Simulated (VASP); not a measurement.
Set up this calculation in VASP 6.6.1, as the native input.

- Task: single point
- Functional: PBE
- Potentials or basis: VASP PAW PBE potentials, release 64 (Zn, Se)
- Cutoff: 520 eV
- k mesh: 10 × 10 × 10
- Occupations: gaussian, width 0.05 eV
- Spin: no spin polarisation
- Dipole correction: no
- Further INCAR settings: ALGO = Normal; EDIFF = 1e-07; NBANDS = 16

The structure of ZnSe lies in POSCAR:

```
ZnSe
1.0
    0.0000000000      2.6969341090      3.2363209307
    2.6969341090      0.0000000000      3.2363209307
    2.6969341090      2.6969341090      0.0000000000
Zn Se
1 1
Direct
    0.0000000000      0.0000000000      0.0000000000
    0.7500000000      0.7500000000      0.7500000000
```

This cell differs from its parent crystal: ratio of the length along z to the lengths across it x 1.2, volume and fractional coordinates fixed.

These files were run (other wordings do the same):

INCAR

```
PREC = Accurate
ENCUT = 520
EDIFF = 1E-7
ISMEAR = 0
SIGMA = 0.05
LREAL = False
LASPH = True
NELM = 80
ALGO = Normal
ISIF = 2
LWAVE = False
LCHARG = False
GGA = PE
NBANDS = 16
```

KPOINTS

```
Automatic mesh
0
Gamma
  10 10 10
```

Potentials or basis: VASP PAW PBE potentials, release 64 (Zn, Se).

Launch:

```console
$ cat potpaw_PBE.64/Zn/POTCAR potpaw_PBE.64/Se/POTCAR > POTCAR
$ mpirun -np 1 vasp_std > vasp.out
```

Results of the run:

```
Pressure               : -0.2 GPa
Band gap on the k mesh : 0.67 eV, direct
```

Run time: 91 s on 1 thread of Intel(R) Xeon(R) Platinum 8259CL CPU @ 2.50GHz (Skylake/Cascade Lake) (shared host), peak memory 0.23 GiB.
